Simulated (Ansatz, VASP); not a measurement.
# KI in VASP and in Ansatz

INCAR

```
SYSTEM = KI
PREC     = Accurate       ! precision mode
ENCUT    = 520            ! plane-wave cutoff, eV
EDIFF    = 1E-7           ! SCF threshold, eV
ISMEAR   = 0              ! smearing method
SIGMA    = 0.01           ! smearing width, eV
LREAL    = .False.        ! projectors in reciprocal space
LASPH    = .True.         ! aspherical terms in the spheres
NELM     = 100            ! most SCF steps
ALGO     = Normal         ! electronic algorithm
ISIF     = 2              ! what is computed and relaxed
LWAVE    = .False.        ! write WAVECAR
LCHARG   = .False.        ! write CHGCAR
GGA      = PE             ! functional
NBANDS   = 15             ! bands
```

KPOINTS

```
regular mesh
0
Gamma
  6 6 6
  0 0 0
```

Contents of POSCAR:

```
KI
1.0
    0.0000000000      3.5442847980      3.5442847980
    3.5442847980      0.0000000000      3.5442847980
    3.5442847980      3.5442847980      0.0000000000
K I
1 1
Direct
    0.0000000000      0.0000000000      0.0000000000
    0.5000000000      0.5000000000      0.5000000000
```

Input for Ansatz:

```yaml
crystal:
  lattice:
    - [0.0, 3.544284798, 3.544284798]
    - [3.544284798, 0.0, 3.544284798]
    - [3.544284798, 3.544284798, 0.0]
  atoms:
    - { symbol: K, position: [0.0, 0.0, 0.0] }
    - { symbol: I, position: [0.5, 0.5, 0.5] }
kpoints:
  mp_grid: { grid: [6, 6, 6] }
  band_path:
    path:
      - [0.0, 0.0, 0.0]
      - [0.5, 0.0, 0.5]
      - [0.625, 0.25, 0.625]
      - [0.375, 0.375, 0.75]
      - [0.5, 0.5, 0.5]
      - [0.5, 0.25, 0.75]
    npoints: 1
hamiltonian:
  xc: pbe
scf:
  occupations: { method: fixed }
  n_extra_bands: 4
output:
  forces: true
  stress: true
  eigenvalues: true
```

Alike in both runs: task single point; functional PBE; k mesh 6 × 6 × 6; no spin polarisation.

|  | VASP | Ansatz |
| --- | --- | --- |
| version | VASP 6.6.1 | Ansatz 0.2.0 |
| potentials or method | VASP PAW PBE potentials, release 64 (K_sv, I) | plane waves, PAW |
| plane-wave cutoff (eV) | 520 | 420 |
| occupations | gaussian, width 0.01 eV | fixed |
| valence electrons in the cell | 16 | 26 |

|  | VASP | Ansatz | Ansatz less VASP |
| --- | --- | --- | --- |
| gap on the k mesh at the Fermi level (eV) | 3.94 | 3.94 | +0.004 |
| pressure (GPa) | 0.5 | 0.5 | -0.02 |

VASP's potentials hold 16 valence electrons a cell and Ansatz's 26, so a difference there can come from the potentials and not from the codes.

Spin-orbit coupling is off throughout.
